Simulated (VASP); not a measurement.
A run of VASP 6.6.1:

File INCAR:

```
SYSTEM = B
PREC = Accurate
ENCUT = 520
EDIFF = 1E-7
ISMEAR = 0
SIGMA = 0.1
LREAL = .FALSE.
LASPH = .TRUE.
NELM = 80
ALGO = Normal
ISIF = 2
LWAVE = .FALSE.
LCHARG = .FALSE.
GGA = PE
NBANDS = 22
```

The input KPOINTS:

```
Automatic mesh
0
G
  4 6 6
  0 0 0
```

POSCAR

```
B
1.0
    3.8413041962      0.0000000000      0.0000000000
    0.0000000000      3.9717508324      1.9549897729
    0.0000000000     -3.9717508324      1.9549897729
B
8
Direct
    0.2499883345      0.4673065256     -0.0326880948
    0.7500116655     -0.0326880948      0.4673065256
    0.2499883345     -0.0326880948      0.4673065256
    0.7500116655      0.4673065256     -0.0326880948
    0.0000000000      0.8621774373      0.0724977226
    0.0000000000      0.0724977226      0.8621774373
    0.5000000000      0.3621691264      0.5724962920
    0.5000000000      0.5724962920      0.3621691264
```

Potentials or basis: VASP PAW PBE potentials, release 64 (B).

Run with:

```bash
$ cat potpaw_PBE.64/B/POTCAR > POTCAR
$ mpirun -np 1 vasp_std > vasp.out
```

Hardware: 1 thread of Intel(R) Xeon(R) Platinum 8259CL CPU @ 2.50GHz (Skylake/Cascade Lake) (shared host).

Question: Estimate the wall time of this run.

Answer: Run time: 58 s on 1 thread of Intel(R) Xeon(R) Platinum 8259CL CPU @ 2.50GHz (Skylake/Cascade Lake) (shared host), peak memory 0.19 GiB. Counts: scf iterations 14, k points 39.
